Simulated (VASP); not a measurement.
Write the native input for VASP 6.6.1 that does the following.

* Task: single point
* Functional: PBE
* Potentials or basis: VASP PAW PBE potentials, release 64 (Y_sv, Rh_pv, C)
* Cutoff: 520 eV
* k mesh: 14 × 14 × 14
* Occupations: fermi-dirac, width 0.15 eV
* Spin: no spin polarisation
* Dipole correction: no
* Further INCAR settings: ALGO = Normal; EDIFF = 1e-06; NBANDS = 32

The structure of YRh2C2 lies in POSCAR:

```
YRh2C2
1.0
   -1.8270565134      1.8270565134      5.0729059769
    1.8270565134     -1.8270565134      5.0729059769
    1.8270565134      1.8270565134     -5.0729059769
Y Rh C
1 2 2
Direct
    0.0000000000      0.0000000000      0.0000000000
    0.7500000000      0.2500000000      0.5000000000
    0.2500000000      0.7500000000      0.5000000000
    0.3580520963      0.3580520963      0.0000000000
    0.6419479037      0.6419479037      0.0000000000
```

One way to write it, as run:

INCAR

```
  PREC = Accurate
  ENCUT = 520
  EDIFF = 1E-6
  ISMEAR = -1
  SIGMA = 0.15
  LREAL = False
  LASPH = True
  NELM = 80
  ALGO = Normal
  ISIF = 2
  LWAVE = False
  LCHARG = False
  GGA = PE
  NBANDS = 32
```

KPOINTS

```
Automatic mesh
0
Gamma
  14 14 14
```

Potentials or basis: VASP PAW PBE potentials, release 64 (Y_sv, Rh_pv, C).

The run is started by

```sh
$ cat potpaw_PBE.64/Y_sv/POTCAR potpaw_PBE.64/Rh_pv/POTCAR potpaw_PBE.64/C/POTCAR > POTCAR
$ mpirun -np 1 vasp_std > vasp.out
```

Results of the run:

```
Pressure               : 0.0 GPa
Largest force          : 0.010 eV/Å
Band gap on the k mesh : zero (an odd number of electrons rules out a gap without spin polarisation)
```

Run time: 20 min on 1 thread of Oxide Virtual Turin-like Processor, with other jobs on the host, peak memory 0.63 GiB.
